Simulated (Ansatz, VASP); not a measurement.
TaN: VASP and Ansatz over several settings

```xyz
2
Lattice="2.9380 0.0000 0.0000 -1.4690 2.5444 0.0000 0.0000 0.0000 2.8830" Properties=species:S:1:pos:R:3 pbc="T T T"
Ta    0.0000    0.0000    1.4415
N     1.4690    0.8481    0.0000
```

Single points on this cell with VASP 6.6.1 and Ansatz 0.2.0. Each row is one pair of runs. Alike in all rows: spin: off; Ansatz's potentials, cutoff: Ansatz PAW, 420 eV.

| level | k mesh | smearing | VASP's potentials, cutoff | gap on the k mesh at the Fermi level (eV), VASP | gap on the k mesh at the Fermi level (eV), Ansatz | pressure (GPa), VASP | pressure (GPa), Ansatz |
| --- | --- | --- | --- | --- | --- | --- | --- |
| LDA | 10 × 10 × 9 | fermi-dirac, width 0.05 eV | VASP PAW LDA potentials, release 64 (Ta_pv, N), 520 eV | none | none | -9.8 | -11.6 |
| LDA | 10 × 10 × 9 | fermi-dirac, width 0.05 eV | VASP PAW LDA potentials, release 64 (Ta_sv_GW, N), 600 eV | none | none | -10.5 | -11.6 |
| PBEsol | 9 × 9 × 8 | fermi-dirac, width 0.05 eV | VASP PAW PBE potentials, release 64 (Ta_pv, N), 520 eV | none | none | -4.1 | -4.9 |
| PBE-based screened hybrid | 5 × 5 × 5 | fermi-dirac, width 0.05 eV | VASP PAW PBE potentials, release 64 (Ta_pv, N), 520 eV | none | none | -9.9 | -8.4 |
| PBEsol | 10 × 10 × 9 | gaussian, width 0.02 eV | VASP PAW PBE potentials, release 64 (Ta_pv, N), 520 eV | - | - | -4.1 | -4.9 |
| LDA | 10 × 10 × 9 | gaussian, width 0.02 eV | VASP PAW LDA potentials, release 64 (Ta_pv, N), 520 eV | - | - | -9.8 | -11.6 |
| PBEsol | 10 × 10 × 9 | gaussian, width 0.05 eV | VASP PAW PBE potentials, release 64 (Ta_pv, N), 520 eV | none | none | -4.1 | -4.9 |

Pressure (GPa): the two programs differ by at most 1.77.

VASP's potentials hold 16 valence electrons a cell and Ansatz's 18 in some rows, so a difference there can come from the potentials and not from the codes.

A gap of «none» marks a metal or a gap that the smearing closes.

The k mesh is coarse in some rows, so the values compare programs but aren't converged. Spin-orbit coupling is off throughout. Noted on Ansatz's runs: odd divisions of the mesh miss points on the zone boundary, where band edges often lie, so the gap on the mesh can be too wide.

A gap of «none» marks a metal or a gap under the smearing width.
